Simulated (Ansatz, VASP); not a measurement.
## Ta: VASP beside Ansatz

```
CELL_PARAMETERS angstrom
-1.50107 1.50107 1.90651
1.50107 -1.50107 1.90651
1.50107 1.50107 -1.90651
ATOMIC_POSITIONS crystal
Ta 0.00000 0.00000 0.00000
```

Alike in both runs: task single point; functional PBE; k mesh 20 × 20 × 20; occupations gaussian, width 0.15 eV; no spin polarisation.

```csv
,VASP,Ansatz
version,VASP 6.6.1,Ansatz 0.2.0
potentials or method,"VASP PAW PBE potentials, release 64 (Ta_pv), cutoff 520 eV","scalar-relativistic, plane waves, PAW"
valence electrons in the cell,11,13
```

```csv
,VASP,Ansatz,Ansatz less VASP
gap on the k mesh at the Fermi level (eV),none,none,-
pressure (GPa),18.6,18.4,-0.19
"traceless stress, the component that is largest in VASP (GPa)",-12.06,-12.06,+0.008
```

A gap of «none» marks a metal or a gap that the smearing closes. VASP's potentials hold 11 valence electrons a cell and Ansatz's 13, so a difference there can come from the potentials and not from the codes.

Spin-orbit coupling is off throughout.
